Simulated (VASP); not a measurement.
Crystal: GaN.

```
CELL_PARAMETERS angstrom
3.11949 0.00000 0.00000
-1.55974 2.70155 0.00000
0.00000 0.00000 5.23309
ATOMIC_POSITIONS crystal
Ga 0.33333 0.66667 0.00167
Ga 0.66667 0.33333 0.50167
N 0.33333 0.66667 0.37333
N 0.66667 0.33333 0.87333
```

This cell differs from its parent crystal: epitaxial xy strain -2.0%.

Base run:

```yaml
Program: VASP 6.6.1
Functional: PBE
Potentials_or_basis: VASP PAW PBE potentials, release 64 (Ga_d, N)
Cutoff: 520 eV
k_mesh: 6 × 6 × 4
Occupations: gaussian, width 0.01 eV
Spin: no spin polarisation
```

Its results: band gap on the k mesh 2.01 eV; pressure 12.7 GPa; largest force 0.026 eV/Å.

Question: The run is repeated on the same cell with these changes: functional from PBE to r2SCAN; k mesh from 6 × 6 × 4 to 12 × 12 × 6. What comes out?

Answer: Band gap on the k mesh 2.41 eV; pressure 7.6 GPa; largest force 0.017 eV/Å.

Several settings changed at once.

Caveats: the cell stands under pressure; the PAW data sets were made with another functional, which shifts forces and pressure a little (at least some runs).

